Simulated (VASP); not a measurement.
Wanted: the native input for a VASP 6.6.1 run.

| Property | Result |
| --- | --- |
| Task | single point |
| Functional | PBE |
| Dispersion | D3(BJ) |
| Potentials or basis | VASP PAW PBE potentials, release 64 (C) |
| Cutoff | 520 eV |
| k mesh | 18 × 18 × 18 |
| Occupations | gaussian, width 0.03 eV |
| Spin | no spin polarisation |
| Dipole correction | no |
| Further INCAR settings | ALGO = Normal; EDIFF = 1e-07; NBANDS = 11 |

The structure of C lies in POSCAR:

```
C
1.0
    0.0000000000      2.0084554850      3.5025525575
    1.2707570165      0.0000000000      3.5025525575
    1.2707570165      2.0084554850      0.0000000000
C
2
Direct
    0.1666966007      0.8333033993      0.1666966007
    0.8333033993      0.1666966007      0.8333033993
```

One way to write it, as run:

INCAR

```
SYSTEM = C
PREC = Accurate
ENCUT = 520
EDIFF = 1E-7
ISMEAR = 0
SIGMA = 0.03
LREAL = .False.
LASPH = .True.
NELM = 100
ALGO = Normal
ISIF = 2
LWAVE = .False.
LCHARG = .False.
GGA = PE
IVDW = 12
NBANDS = 11
```

KPOINTS

```
regular mesh
0
Gamma
  18 18 18
  0 0 0
```

Potentials or basis: VASP PAW PBE potentials, release 64 (C).

Launch:

```sh
$ cat potpaw_PBE.64/C/POTCAR > POTCAR
$ mpirun -np 1 vasp_std > vasp.out
```

Results of the run:

The pressure is 16.4 GPa, the largest force is 1.693 eV/Å and the band gap on the k mesh is 0.19 eV, indirect (least direct gap 0.56 eV). The dispersion energy per atom is -0.146 eV.

Caveat: forces of over 1 eV/Å act on the atoms, so gaps and moduli don't describe the material at rest.

It took 100 s on 1 thread of Intel(R) Xeon(R) Platinum 8488C (Sapphire Rapids) (shared host), peak memory 0.25 GiB.
